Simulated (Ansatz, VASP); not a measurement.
# Two plane-wave programs on TaN

File INCAR:

```
SYSTEM = TaN
PREC = Accurate ; ENCUT = 520
EDIFF = 1E-6 ; ISMEAR = 0
SIGMA = 0.15 ; LREAL = .FALSE.
LASPH = .TRUE. ; NELM = 80
ALGO = Normal ; ISIF = 2
LWAVE = .FALSE. ; LCHARG = .TRUE.
GGA = PE ; LELF = .TRUE.
LVHAR = .TRUE. ; NBANDS = 15
```

The input KPOINTS:

```
regular mesh
0
G
  20 20 20
  0 0 0
```

POSCAR

```
TaN
1.0
    0.5311413630      2.4743414714      2.4743414714
    2.4743414714      0.5311413630      2.4743414714
    2.4743414714      2.4743414714      0.5311413630
Ta N
1 1
Direct
    0.5000000000      0.5000000000      0.5000000000
    0.0000000000      0.0000000000      0.0000000000
```

Input for Ansatz:

```yaml
crystal:
  lattice:
    - [0.531141363, 2.4743414714, 2.4743414714]
    - [2.4743414714, 0.531141363, 2.4743414714]
    - [2.4743414714, 2.4743414714, 0.531141363]
  atoms:
    - { symbol: Ta, position: [0.5, 0.5, 0.5] }
    - { symbol: "N", position: [0.0, 0.0, 0.0] }
basis:
  ecutwfc: 420
kpoints:
  mp_grid: { grid: [20, 20, 20] }
hamiltonian:
  xc: pbe
scf:
  occupations: { method: gaussian, width: 0.15 }
output:
  forces: true
  stress: true
  eigenvalues: true
```

Alike in both runs: task single point; functional PBE; k mesh 20 × 20 × 20; occupations gaussian, width 0.15 eV; no spin polarisation.

|  | VASP | Ansatz |
| --- | --- | --- |
| version | VASP 6.6.1 | Ansatz 0.2.0 |
| potentials or method | VASP PAW PBE potentials, release 64 (Ta_pv, N), cutoff 520 eV | scalar-relativistic, plane waves, PAW |
| valence electrons in the cell | 16 | 18 |

|  | VASP | Ansatz | Ansatz less VASP |
| --- | --- | --- | --- |
| gap on the k mesh at the Fermi level (eV) | none | none | - |
| pressure (GPa) | 19.4 | 18.4 | -1.02 |
| traceless stress, the component that is largest in VASP (GPa) | -27.66 | -27.71 | -0.043 |

A gap of «none» marks a metal or a gap that the smearing closes. VASP's potentials hold 16 valence electrons a cell and Ansatz's 18, so a difference there can come from the potentials and not from the codes.

Neither program's run includes spin-orbit coupling.
